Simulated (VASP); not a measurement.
## ZnO: single point with PBEsol

The system is ZnO.

```xyz
4
Lattice="3.2494 0.0000 0.0000 -1.6247 2.8141 0.0000 0.0000 0.0000 5.4640" Properties=species:S:1:pos:R:3 pbc="T T T"
Zn    0.0000    1.8760    0.0000
Zn    1.6247    0.9380    2.7320
O     0.0000    1.8760    2.0878
O     1.6247    0.9380    4.8198
```

This cell differs from its parent crystal: strain +0.000 along x and y, +0.050 along z.

| Item | Value |
| --- | --- |
| Program | VASP 6.6.1 |
| Task | single point |
| Functional | PBEsol |
| Potentials or basis | VASP PAW PBE potentials, release 64 (Zn, O) |
| Cutoff | 520 eV |
| k mesh | 9 × 9 × 6 |
| Occupations | gaussian, width 0.05 eV |
| Spin | no spin polarisation |
| Dipole correction | no |
| Further INCAR settings | ALGO = Normal; EDIFF = 1e-07; NBANDS = 26 |

```yaml
Pressure: -6.2 GPa
Largest_force: 0.269 eV/Å
Band_gap_on_the_k_mesh: 0.55 eV, direct
```

Forces on the atoms (eV/Å):
```
Zn   0.000  0.000  0.269
Zn   0.000  0.000  0.269
O    0.000  0.000 -0.269
O    0.000  0.000 -0.269
```

Stress tensor (GPa, compression positive):
```
 -3.54   0.00   0.00
  0.00  -3.54   0.00
  0.00   0.00 -11.48
```

Levels at points of the mesh, in eV from the valence-band top:
```tsv
k point	band 15	band 16	band 17	band 18	band 19	band 20	band 21	band 22
(0.00, 0.00, 0.00)	-0.63	-0.21	0.00	0.00	0.55	4.99	7.51	12.75
(0.00, 0.00, 0.50)	-0.31	-0.31	-0.31	-0.31	3.15	3.15	9.38	9.38
```

It took 75 s on 1 thread of Intel(R) Xeon(R) Platinum 8488C (Sapphire Rapids) (shared host), peak memory 0.19 GiB.

Caveat: the cell differs from its parent crystal (strain +0.000 along x and y, +0.050 along z); the PAW data sets were made with another functional, which shifts forces and pressure a little.
